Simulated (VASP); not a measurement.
Here is a VASP 6.6.1 calculation.

INCAR

```
PREC = Accurate ; ENCUT = 520
EDIFF = 1E-7 ; ISMEAR = -1
SIGMA = 0.05 ; LREAL = False
LASPH = True ; NELM = 150
ALGO = Fast ; ISIF = 2
LWAVE = False ; LCHARG = False
ISPIN = 2 ; MAGMOM = 3
LORBIT = 11 ; LMAXMIX = 4
GGA = CA ; NBANDS = 14
```

The input KPOINTS:

```
regular mesh
0
Gamma
  13 13 13
```

The input POSCAR:

```
Fe
1.0
   -1.4135427549      1.4135427549      1.4135427549
    1.4135427549     -1.4135427549      1.4135427549
    1.4135427549      1.4135427549     -1.4135427549
Fe
1
Direct
    0.0000000000      0.0000000000      0.0000000000
```

Potentials or basis: VASP PAW LDA potentials, release 64 (Fe).

The run is started by

```bash
$ cat potpaw_LDA.64/Fe/POTCAR > POTCAR
$ mpirun -np 1 vasp_std > vasp.out
```

Problem. Predict the site moments.

Solution. Fe +2.04 μB.

Problem. Predict the net moment.

Solution. 2.06 μB per cell.

Problem. Estimate the pressure.

Solution. -18.5 GPa.
